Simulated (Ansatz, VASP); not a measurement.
Si2C3: VASP beside Ansatz

```
CELL_PARAMETERS angstrom
3.75904 0.00000 0.00000
0.00000 3.75904 0.00000
0.00000 0.00000 3.75904
ATOMIC_POSITIONS crystal
Si 0.50000 0.50000 0.50000
Si 0.00000 0.00000 0.00000
C 0.00000 0.50000 0.50000
C 0.50000 0.00000 0.50000
C 0.50000 0.50000 0.00000
```

Alike in both runs: functional PBE; k mesh 4 × 4 × 4; occupations gaussian, width 0.2 eV; no spin polarisation.

Ansatz relaxed the structure, and its values are those at the end. VASP's run is a single point on that final structure, the one shown.

|  | VASP | Ansatz |
| --- | --- | --- |
| version | VASP 6.6.1 | Ansatz 0.2.0 |
| potentials or method | VASP PAW PBE potentials, release 64 (Si, C), cutoff 600 eV | scalar-relativistic, plane waves, PAW |
| valence electrons in the cell | 20 | 20 |

Ansatz gave:

* gap on the k mesh at the Fermi level (eV): none
* pressure (GPa): -0.4

**Question.** Which values does VASP return?

**Answer.** gap on the k mesh at the Fermi level (eV): none; pressure (GPa): -0.6.

A gap of «none» marks a metal or a gap that the smearing closes. The functional is the same, so the differences come from potentials, cutoffs and numerics.

The k mesh is coarse, so the values compare programs but aren't converged.
